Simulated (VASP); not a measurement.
Runs of VASP 6.6.1 on Cu. The structure is that of space group P6_3/mmc (No. 194), or close to it. The cells are those of the table. This isn't the form of Cu at room conditions, which is fcc.

```tsv
cell	gap on the mesh (eV)	pressure (GPa)
a = 2.601, b = 2.601, c = 8.495 Å, angles 90.0, 90.0, 120.0°, 4 atoms	none	(a)
a = 2.634, b = 2.634, c = 8.603 Å, angles 90.0, 90.0, 120.0°, 4 atoms	none	(b)
a = 2.533, b = 2.533, c = 8.272 Å, angles 90.0, 90.0, 120.0°, 4 atoms	none	7.0
a = 2.460, b = 2.460, c = 8.035 Å, angles 90.0, 90.0, 120.0°, 4 atoms	none	25.3
a = 2.497, b = 2.497, c = 8.155 Å, angles 90.0, 90.0, 120.0°, 4 atoms	none	15.0
```

Alike in all rows: task single point; level PBE; potentials or basis VASP PAW PBE potentials, release 64 (Cu); no spin polarisation; k mesh 16 × 16 × 5; cutoff (eV) 520; smearing fermi-dirac 0.1 eV.

Problem. Fill in the values left out.

Solution. (a) -4.3; (b) -8.3.

Caveats: the cell stands under pressure (at least some runs); the cell stands under tension (at least some runs).

A gap of «none» marks levels without a gap at the run's occupations.
